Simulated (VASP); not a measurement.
# Hf in VASP: further runs

Hf is run at these levels: PBE, LDA, PBEsol; tasks: single point.

Program: VASP 6.6.1. These are calculated values, not measurements. Logs are shortened: lines on timing, memory, paths and dates and some standing lists are left out, and cuts for length are marked.

## Step 1: The cell of the first run

Symmetry: Pm-3m, No. 221, cubic system. The conventional cell has a = 2.971 Å, b = 2.971 Å, c = 2.971 Å, α = 90.00°, β = 90.00°, γ = 90.00°. Within 3.9 Å of Hf (site symmetry m-3m) lie 6 Hf at 2.97 Å.

## Step 2: Single point, PBE

Contents of INCAR:

```
SYSTEM = Hf
PREC = Accurate
ENCUT = 500
EDIFF = 1E-6
ISMEAR = -1
SIGMA = 0.05
LREAL = .FALSE.
LASPH = .TRUE.
NELM = 120
ALGO = Normal
ISIF = 2
LWAVE = .FALSE.
LCHARG = .FALSE.
GGA = PE
NBANDS = 11
GGA_COMPAT = .FALSE.
```

Contents of KPOINTS:

```
regular mesh
0
G
  9 9 9
  0 0 0
```

Contents of POSCAR:

```
Hf
1.0
    2.9709580381      0.0000000000      0.0000000000
    0.0000000000      2.9709580381      0.0000000000
    0.0000000000      0.0000000000      2.9709580381
Hf
1
Direct
    0.5000000000      0.5000000000      0.5000000000
```

Potentials or basis: VASP PAW PBE potentials, release 64 (Hf_pv).

The run is started by

```sh
> cat potpaw_PBE.64/Hf_pv/POTCAR > POTCAR
> mpirun -np 1 vasp_std > vasp.out
```

OUTCAR:

```text
SYSTEM = Hf
   PREC = Accurate
   ENCUT = 500
   EDIFF = 1E-6
   ISMEAR = -1
   LREAL = .FALSE.
   LASPH = .TRUE.
   NELM = 120
   ISIF = 2
   GGA = PE

 ion  position               nearest neighbor table
   1  0.500  0.500  0.500-

  LATTYP: Found a simple cubic cell.
 ALAT       =     2.9709580381

  Lattice vectors:

 A1 = (   2.9709580381,   0.0000000000,   0.0000000000)
 A2 = (   0.0000000000,   2.9709580381,   0.0000000000)
 A3 = (   0.0000000000,   0.0000000000,   2.9709580381)

Analysis of symmetry for initial positions (statically):
=====================================================================
 Subroutine PRICEL returns:
 Original cell was already a primitive cell.

 Routine SETGRP: Setting up the symmetry group for a
 simple cubic supercell.

 Subroutine GETGRP returns: Found 48 space group operations
 (whereof 48 operations were pure point group operations)
 out of a pool of 48 trial point group operations.

The static configuration has the point symmetry O_h .

Analysis of symmetry for dynamics (positions and initial velocities):
=====================================================================
 Subroutine PRICEL returns:
 Original cell was already a primitive cell.

 Routine SETGRP: Setting up the symmetry group for a
 simple cubic supercell.

 Subroutine GETGRP returns: Found 48 space group operations
 (whereof 48 operations were pure point group operations)
 out of a pool of 48 trial point group operations.

The dynamic configuration has the point symmetry O_h .

 Subroutine INISYM returns: Found 48 space group operations
 (whereof 48 operations are pure point group operations),
 and found     1 'primitive' translations

----------------------------------------------------------------------------------------

                                     Primitive cell

  volume of cell :      26.2234

  direct lattice vectors                    reciprocal lattice vectors
     2.970958038  0.000000000  0.000000000     0.336591762  0.000000000  0.000000000
     0.000000000  2.970958038  0.000000000     0.000000000  0.336591762  0.000000000
     0.000000000  0.000000000  2.970958038     0.000000000  0.000000000  0.336591762

  length of vectors
     2.970958038  2.970958038  2.970958038     0.336591762  0.336591762  0.336591762

  position of ions in fractional coordinates (direct lattice)
     0.500000000  0.500000000  0.500000000

  ion indices of the primitive-cell ions
   primitive index   ion index
                 1           1

----------------------------------------------------------------------------------------

 KPOINTS: regular mesh

Automatic generation of k-mesh.
 Grid dimensions read from file:
 generate k-points for:    9    9    9

 Generating k-lattice:

  Cartesian coordinates                     Fractional coordinates (reciprocal lattice)
     0.037399085  0.000000000  0.000000000     0.111111111  0.000000000  0.000000000
     0.000000000  0.037399085  0.000000000     0.000000000  0.111111111  0.000000000
     0.000000000  0.000000000  0.037399085     0.000000000  0.000000000  0.111111111

  Length of vectors
     0.037399085  0.037399085  0.037399085

  Shift w.r.t. Gamma in fractional coordinates (k-lattice)
     0.000000000  0.000000000  0.000000000

 Subroutine IBZKPT returns following result:
 ===========================================

 Found     35 irreducible k-points:

 Following reciprocal coordinates:
            Coordinates               Weight
  0.000000  0.000000  0.000000      1.000000
  0.111111  0.000000  0.000000      6.000000
  0.222222  0.000000  0.000000      6.000000
  0.333333  0.000000  0.000000      6.000000
  0.444444  0.000000  0.000000      6.000000
  0.111111  0.111111  0.000000     12.000000
[... 16 lines left out ...]
  0.333333  0.333333  0.111111     24.000000
  0.444444  0.333333  0.111111     48.000000
 [... further k-points ...]
   k-points           NKPTS =     35   k-points in BZ     NKDIM =     35   number of bands    NBANDS=     11
   number of dos      NEDOS =    301   number of ions     NIONS =      1
   total plane-waves  NPLWV =  13824
   dimension x,y,z NGX =    24 NGY =   24 NGZ =   24
   dimension x,y,z NGXF=    48 NGYF=   48 NGZF=   48
   ions per type =               1
   NGX,Y,Z   is equivalent  to a cutoff of  13.43, 13.43, 13.43 a.u.
   NGXF,Y,Z  is equivalent  to a cutoff of  26.86, 26.86, 26.86 a.u.
 SYSTEM =  Hf
   PREC   = accura    normal or accurate (medium, high low for compatibility)
   ISTART =      0    job   : 0-new  1-cont  2-samecut
   ICHARG =      2    charge: 1-file 2-atom 10-const
   ISPIN  =      1    spin polarized calculation?
   LNONCOLLINEAR =      F non collinear calculations
   LSORBIT =      F    spin-orbit coupling
   LASPH  =      T    aspherical Exc in radial PAW
   ENCUT  =  500.0 eV  36.75 Ry    6.06 a.u.   5.42  5.42  5.42*2*pi/ulx,y,z
   NELM   =    120;   NELMIN=  2; NELMDL= -5     # of ELM steps
   EDIFF  = 0.1E-05   stopping-criterion for ELM
   LREAL  =      F    real-space projection
   EDIFFG = 0.1E-04   stopping-criterion for IOM
   NSW    =      0    number of steps for IOM
   IBRION =     -1    ionic relax: 0-MD 1-quasi-New 2-CG
   NFREE  =      0    steps in history (QN), initial steepest desc. (CG)
   ISIF   =      2    stress and relaxation
   ISYM   =      2    0-nonsym 1-usesym 2-fastsym
   POTIM  = 0.5000    time-step for ionic-motion
   TEBEG  =    0.0;   TEEND  =   0.0 temperature during run
   PSTRESS=    0.0 pullay stress
   NELECT =      10.0000    total number of electrons
   NUPDOWN=      -1.0000    fix difference up-down
   EMIN   =  10.00;   EMAX   =-10.00  energy-range for DOS
   EFERMI =   0.00;   METHOD = LEGACY
   ISMEAR =    -1;   SIGMA  =   0.05  broadening in eV -4-tet -1-fermi 0-gaus
   EFERMI_NEDOS =   21; number of points for ismear=-14 and -15
   IALGO  =     38    algorithm
   IMIX   =      4    mixing-type and parameters
     AMIX     =   0.40;   BMIX     =  1.00
     AMIX_MAG =   1.60;   BMIX_MAG =  1.00
  volume/ion in A,a.u.               =      26.22       176.96
  Fermi-wavevector in a.u.,A,eV,Ry     =   1.187167  2.243419 19.175567  1.409364
  Thomas-Fermi vector in A             =   2.323324
   LORBIT       =      0    0 simple, 1 ext, 2 COOP (PROOUT), +10 PAW based schemes
   GGA     = PE    functional components
   LHFCALC =     F    Hartree Fock is set to
   AEXX    =    0.0000 exact exchange contribution
   IVDW    =     0    specifies the selected vdW correction
   LEPSILON=     F    determine dielectric tensor
   LRPA    =     F    only Hartree local field effects (RPA)
 non-spin polarized calculation
  energy-cutoff  :      500.00
  volume of cell :       26.22
 maximum number of plane-waves:       691
 NGX is ok and might be reduce to    24
   NGX = 11   NGY = 11   NGZ = 11

 number of electron      10.0000000 magnetization

 number of electron       9.9999998 magnetization

 Free energy of the ion-electron system (eV)
  ---------------------------------------------------
  ext. energy  EPLUGINS =         0.00000000
  ---------------------------------------------------
  free energy    TOTEN  =        -8.84206541 eV

  energy without entropy =       -8.82937033  energy(sigma->0) =       -8.83571787

 E-fermi :   3.4037     XC(G=0): -10.4808

 val. band max:        3.3715800760   @ k =   0.4444   0.0000   0.0000
 cond. band min:       3.4503427080   @ k =   0.4444   0.3333   0.3333
 fundamental gap:      0.0787626320
 Fermi energy:         3.4037372456

 k-point     1 :       0.0000    0.0000    0.0000
  band No.  band energies     occupation
      1     -26.6857      2.00000
      2     -26.6857      2.00000
      3     -26.6857      2.00000
      4      -2.8513      2.00000
      5       2.1846      2.00000
      6       2.1846      2.00000
      7       9.5391      0.00000
      8       9.5391      0.00000
      9       9.5391      0.00000
     10      15.7794      0.00000
     11      15.7794      0.00000

 k-point     2 :       0.1111    0.0000    0.0000
  band No.  band energies     occupation
      1     -26.7807      2.00000
      2     -26.6778      2.00000
      3     -26.6778      2.00000
      4      -2.5520      2.00000
      5       2.2715      2.00000
      6       2.4478      2.00000
      7       8.9841      0.00000
      8       8.9841      0.00000
      9       9.5768      0.00000
     10      14.3458      0.00000
     11      16.3911      0.00000

 k-point     3 :       0.2222    0.0000    0.0000
  band No.  band energies     occupation
      1     -27.0150      2.00000
      2     -26.6577      2.00000
      3     -26.6577      2.00000
      4      -1.7551      2.00000
      5       2.5030      2.00000
      6       3.0894      1.99628
      7       7.9105      0.00000
      8       7.9105      0.00000
      9       9.6738      0.00000
     10      12.4314      0.00000
     11      16.3920      0.00000

 k-point     4 :       0.3333    0.0000    0.0000
  band No.  band energies     occupation
      1     -27.2712      2.00000
      2     -26.6348      2.00000
      3     -26.6348      2.00000
      4      -0.7055      2.00000
      5       2.7901      1.99999
      6       3.5482      0.10542
      7       6.9819      0.00000
      8       6.9819      0.00000
      9       9.7872      0.00000
     10      11.6291      0.00000
     11      16.3925      0.00000
[... 239 lines left out ...]
 k-point    22 :       0.4444    0.2222    0.1111
  band No.  band energies     occupation
      1     -27.3807      2.00000
      2     -26.9256      2.00000
      3     -26.6820      2.00000
      4       1.5668      2.00000
      5       2.5514      2.00000
      6       4.3480      0.00000
      7       5.4037      0.00000
      8       7.9085      0.00000
      9       8.0089      0.00000
     10      12.5207      0.00000
     11      16.3772      0.00000

 k-point    23 :       0.3333    0.3333    0.1111
  band No.  band energies     occupation
      1     -27.1986      2.00000
      2     -27.1830      2.00000
      3     -26.6743      2.00000
      4       1.2047      2.00000
      5       2.9044      1.99991
      6       5.3272      0.00000
      7       5.7051      0.00000
      8       7.2289      0.00000
      9       7.3872      0.00000
     10      13.4955      0.00000
     11      14.8562      0.00000

 k-point    24 :       0.4444    0.3333    0.1111
  band No.  band energies     occupation
      1     -27.3472      2.00000
      2     -27.1701      2.00000
      3     -26.6590      2.00000
      4       1.4798      2.00000
      5       2.7952      1.99999
      6       5.4189      0.00000
      7       5.5689      0.00000
      8       7.4630      0.00000
      9       8.4586      0.00000
     10      12.5155      0.00000
     11      15.5785      0.00000

 [... further k-points ...]
[... 5 lines left out ...]
  --------------------------------------------------------------------------------------
  -------------------------------------------------------------------------------------
  Total       -0.6906756     -0.6906756     -0.6906756     -0.0000000      0.0000000     -0.0000000
  in kB      -42.1983208    -42.1983208    -42.1983208     -0.0000000      0.0000000     -0.0000000
  external PRESSURE =     -42.1983208 kB  Pullay stress =       0.0000000 kB

 VOLUME and BASIS-vectors are now :
 -----------------------------------------------------------------------------
  energy-cutoff  :      500.00
  volume of cell :       26.22
      direct lattice vectors                 reciprocal lattice vectors
     2.970958038  0.000000000  0.000000000     0.336591762  0.000000000  0.000000000
     0.000000000  2.970958038  0.000000000     0.000000000  0.336591762  0.000000000
     0.000000000  0.000000000  2.970958038     0.000000000  0.000000000  0.336591762

 POSITION                                       TOTAL-FORCE (eV/Angst)
 -----------------------------------------------------------------------------------
      1.48548      1.48548      1.48548         0.000000      0.000000      0.000000
 -----------------------------------------------------------------------------------
    total drift:                                0.000000     -0.000000     -0.000000

  FREE ENERGIE OF THE ION-ELECTRON SYSTEM (eV)
  ---------------------------------------------------
  free  energy   TOTEN  =        -8.8420654137 eV

  energy  without entropy=       -8.8293703303  energy(sigma->0) =       -8.83571787
```

It took 8.8 s on 1 thread of Intel Xeon 8259CL, shared host; peak memory 0.14 GiB.

Results:

```
Free energy            : -8.8421 eV
Pressure               : -4.2 GPa
Band gap on the k mesh : zero (band 5 reaches 4.08 eV, above the bottom of band 6 at 2.18 eV)
```

Caveat: spin-orbit coupling is left out, which moves the levels of the heavy elements.

## Step 3: Single point, LDA

This run uses another cell than the first one, of 24.74 Å³/atom, 0.943 times its volume.

Contents of INCAR:

```
PREC = Accurate
ENCUT = 500
EDIFF = 1E-6
ISMEAR = -1
SIGMA = 0.1
LREAL = False
LASPH = True
NELM = 120
ALGO = Normal
ISIF = 2
LWAVE = False
LCHARG = False
NBANDS = 11
GGA_COMPAT = False
```

Contents of KPOINTS:

```
regular mesh
0
Gamma
  8 8 8
```

Contents of POSCAR:

```
Hf
1.0
    2.9138100000      0.0000000000      0.0000000000
    0.0000000000      2.9138100000      0.0000000000
    0.0000000000      0.0000000000      2.9138100000
Hf
1
Direct
    0.5000000000      0.5000000000      0.5000000000
```

Potentials or basis: VASP PAW LDA potentials, release 64 (Hf_pv).

The run is started by

```sh
> cat potpaw_LDA.64/Hf_pv/POTCAR > POTCAR
> mpirun -np 1 vasp_std > vasp.out
```

Wall time 4.2 s (1 thread of Intel Xeon Platinum 8488C (Sapphire Rapids), shared host); peak memory 0.13 GiB.

The run converged. Its results:

* Free energy: -9.6318 eV
* Pressure: -6.2 GPa
* Band gap on the k mesh: zero (band 5 reaches 4.58 eV, above the bottom of band 6 at 2.25 eV)

Levels at points of the mesh, in eV from the Fermi level:
```
           k point  band 2  band 3  band 4  band 5  band 6  band 7  band 8  band 9
(0.00, 0.00, 0.00)  -29.78  -29.78   -6.42   -1.42   -1.42    6.40    6.40    6.40
(0.50, 0.00, 0.00)  -29.69  -29.69   -3.12   -0.53    0.06    3.00    3.00    6.77
(0.50, 0.50, 0.00)  -30.59  -29.61   -2.82   -0.64    3.72    3.72    4.54    4.54
(0.50, 0.50, 0.50)  -30.47  -30.47   -1.29   -1.29   -1.29    7.04    8.94    8.94
```

Caveat: spin-orbit coupling is left out, which moves the levels of the heavy elements.

## Step 4: Single point, LDA

This run uses another cell than the first one, of 24.74 Å³/atom, 0.943 times its volume.

Contents of INCAR:

```
SYSTEM = Hf
PREC = Accurate
ENCUT = 500
EDIFF = 1E-6
ISMEAR = -1
SIGMA = 0.1
LREAL = .FALSE.
LASPH = .TRUE.
NELM = 120
ALGO = Normal
ISIF = 2
LWAVE = .FALSE.
LCHARG = .FALSE.
NBANDS = 11
GGA_COMPAT = .FALSE.
```

Contents of KPOINTS:

```
regular mesh
0
G
  8 8 8
  0 0 0
```

POSCAR is that of step 3.

The run is started by

```sh
> cat potpaw_LDA.64/Hf_pv/POTCAR > POTCAR
> mpirun -np 1 vasp_std > vasp.out
```

Run time: 5.9 s. Hardware: 1 thread of Intel Xeon Platinum 8488C (Sapphire Rapids), shared host; peak memory 0.13 GiB.

It converged, with:

```
Free energy            : -9.6318 eV
Pressure               : -6.2 GPa
Band gap on the k mesh : zero (band 5 reaches 4.58 eV, above the bottom of band 6 at 2.25 eV)
```

Levels at points of the mesh, in eV from the Fermi level:
| k point | band 1 | band 2 | band 3 | band 4 | band 5 | band 6 | band 7 | band 8 | band 9 | band 10 |
| --- | --- | --- | --- | --- | --- | --- | --- | --- | --- | --- |
| (0.00, 0.00, 0.00) | -29.78 | -29.78 | -29.78 | -6.42 | -1.42 | -1.42 | 6.40 | 6.40 | 6.40 | 12.18 |
| (0.50, 0.00, 0.00) | -30.72 | -29.69 | -29.69 | -3.12 | -0.53 | 0.06 | 3.00 | 3.00 | 6.77 | 9.55 |
| (0.50, 0.50, 0.00) | -30.59 | -30.59 | -29.61 | -2.82 | -0.64 | 3.72 | 3.72 | 4.54 | 4.54 | 8.69 |
| (0.50, 0.50, 0.50) | -30.47 | -30.47 | -30.47 | -1.29 | -1.29 | -1.29 | 7.04 | 8.94 | 8.94 | 9.97 |

Caveat: spin-orbit coupling is left out, which moves the levels of the heavy elements.

## Step 5: Single point, PBEsol

This run uses another cell than the first one, of 24.74 Å³/atom, 0.943 times its volume.

INCAR: that of step 4 with these lines changed.

```diff
@@ -4,3 +4,3 @@
 EDIFF = 1E-6
-ISMEAR = -1
+ISMEAR = 1
 SIGMA = 0.1
@@ -13,2 +13,3 @@
 LCHARG = .FALSE.
+GGA = PS
 NBANDS = 11
```

Contents of KPOINTS:

```
Automatic mesh
0
G
  7 7 7
  0 0 0
```

Contents of POSCAR:

```
Hf
1.0
    2.8789860000      0.0108920000      0.0312790000
    0.0108920000      2.8924850000     -0.0036490000
    0.0312790000     -0.0036490000      2.9711840000
Hf
1
Direct
    0.5082420000      0.4985950000      0.5007900000
```

Potentials or basis: VASP PAW PBE potentials, release 64 (Hf_pv).

The run is started by

```sh
> cat potpaw_PBE.64/Hf_pv/POTCAR > POTCAR
> mpirun -np 1 vasp_std > vasp.out
```

It took 20 s on 1 thread of Intel Xeon Platinum 8488C (Sapphire Rapids), shared host; peak memory 0.17 GiB.

It converged, with:

* Free energy: -9.3556 eV
* Pressure: -3.9 GPa
* Band gap on the k mesh: zero (band 5 reaches 4.35 eV, above the bottom of band 6 at 2.24 eV)

Stress tensor (GPa, compression positive):
```
-4.20  0.58  1.66
 0.58 -3.96 -0.16
 1.66 -0.16 -3.42
```

Levels at points of the mesh, in eV from the Fermi level:
```csv
k point,band 3,band 4,band 5,band 6,band 7,band 8
"(0.00, 0.00, 0.00)",-29.83,-6.47,-1.40,-1.39,6.35,6.40
```

Caveat: the PAW data sets were made with another functional, which shifts forces and pressure a little; spin-orbit coupling is left out, which moves the levels of the heavy elements.

[end of part 1 of 2]
